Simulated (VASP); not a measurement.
A run of VASP 6.6.1:

Contents of INCAR:

```
SYSTEM = InGaAs2
PREC = Accurate ; ENCUT = 520
EDIFF = 1E-7 ; ISMEAR = 0
SIGMA = 0.15 ; LREAL = .False.
LASPH = .True. ; NELM = 100
ALGO = Normal ; ISIF = 2
LWAVE = .False. ; LCHARG = .False.
GGA = PS ; NBANDS = 26
```

The input KPOINTS:

```
regular mesh
0
Gamma
  12 12 8
  0 0 0
```

The input POSCAR:

```
InGaAs2
1.0
    4.2250012014      0.0000000000      0.0000000000
    0.0000000000      4.2250012014      0.0000000000
    0.0000000000      0.0000000000      5.9621480000
In Ga As
1 1 2
Direct
    0.0000000000      0.0000000000      0.5000000000
    0.5000000000      0.5000000000      0.0000000000
    0.5000000000      0.0000000000      0.7684750000
    0.0000000000      0.5000000000      0.2315250000
```

Potentials or basis: VASP PAW PBE potentials, release 64 (In_d, Ga_d, As).

Launch:

```console
$ cat potpaw_PBE.64/In_d/POTCAR potpaw_PBE.64/Ga_d/POTCAR potpaw_PBE.64/As/POTCAR > POTCAR
$ mpirun -np 1 vasp_std > vasp.out
```

Hardware: 1 thread of AMD EPYC 9R45 96-Core Processor (Zen 5), with other jobs on the host.

**Question.** How long does it take, and how much memory?

**Answer.** Run time: 2.5 min on 1 thread of AMD EPYC 9R45 96-Core Processor (Zen 5), on a shared host, peak memory 0.48 GiB. Counts: scf iterations 14, k points 140.
